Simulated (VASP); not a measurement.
Input of a VASP 6.6.1 run:

The input INCAR:

```
SYSTEM = Ni
PREC = Accurate ; ENCUT = 600
EDIFF = 1E-7 ; ISMEAR = -1
SIGMA = 0.1 ; LREAL = .False.
LASPH = .True. ; NELM = 150
ALGO = Normal ; ISIF = 3
LWAVE = .False. ; LCHARG = .False.
ISPIN = 2 ; MAGMOM = 1
LORBIT = 11 ; LMAXMIX = 4
IBRION = 2 ; NSW = 60
EDIFFG = -0.005
```

KPOINTS

```
regular mesh
0
Gamma
  21 21 21
  0 0 0
```

File POSCAR:

```
Ni
1.0
    0.0000000000      1.7619589070      1.7619589070
    1.7619589070      0.0000000000      1.7619589070
    1.7619589070      1.7619589070      0.0000000000
Ni
1
Direct
    0.0000000000      0.0000000000      0.0000000000
```

Potentials or basis: VASP PAW LDA potentials, release 64 (Ni).

Run with:

```sh
$ cat potpaw_LDA.64/Ni/POTCAR > POTCAR
$ mpirun -np 1 vasp_std > vasp.out
```

Task: Estimate the relaxed cell.

Result: a = 2.421 Å, b = 2.421 Å, c = 2.421 Å, α = 60.00°, β = 60.00°, γ = 60.00°.

Task: Predict the space group after relaxing (to 0.1 Å).

Result: Fm-3m (No. 225).

Final structure:
```cif
data_structure
_symmetry_space_group_name_H-M 'P 1'
_symmetry_Int_Tables_number 1
_cell_length_a 2.4208
_cell_length_b 2.4208
_cell_length_c 2.4208
_cell_angle_alpha 60.000
_cell_angle_beta 60.000
_cell_angle_gamma 60.000
_cell_volume 10.03
loop_
_atom_site_label
_atom_site_type_symbol
_atom_site_fract_x
_atom_site_fract_y
_atom_site_fract_z
_atom_site_occupancy
Ni1 Ni 0.00000 0.00000 0.00000 1
```
